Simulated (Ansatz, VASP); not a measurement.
# One calculation of Sn, two programs

```
Sn
1.0
     3.08741    0.00000    0.00000
     0.00000    3.08741    0.00000
     0.00000    0.00000    3.08741
Sn
1
Direct
  0.00000 0.00000 0.00000
```

Alike in both runs: functional PBE; k mesh 14 × 14 × 14; occupations fermi-dirac, width 0.03 eV; no spin polarisation.

Ansatz relaxed the structure, and its values are those at the end. VASP's run is a single point on that final structure, the one shown.

|  | VASP | Ansatz |
| --- | --- | --- |
| version | VASP 6.6.1 | Ansatz 0.2.0 |
| potentials or method | VASP PAW PBE potentials, release 64 (Sn_d) | PAW with Ansatz's earlier generated frozen-core files (soft_1), scalar-relativistic |
| plane-wave cutoff (eV) | 520 | 420 |
| valence electrons in the cell | 14 | 14 |

|  | VASP | Ansatz | Ansatz less VASP |
| --- | --- | --- | --- |
| gap on the k mesh at the Fermi level (eV) | none | none | - |
| pressure (GPa) | 0.0 | 0.0 | -0.01 |

A gap of «none» marks a metal or a gap that the smearing closes.
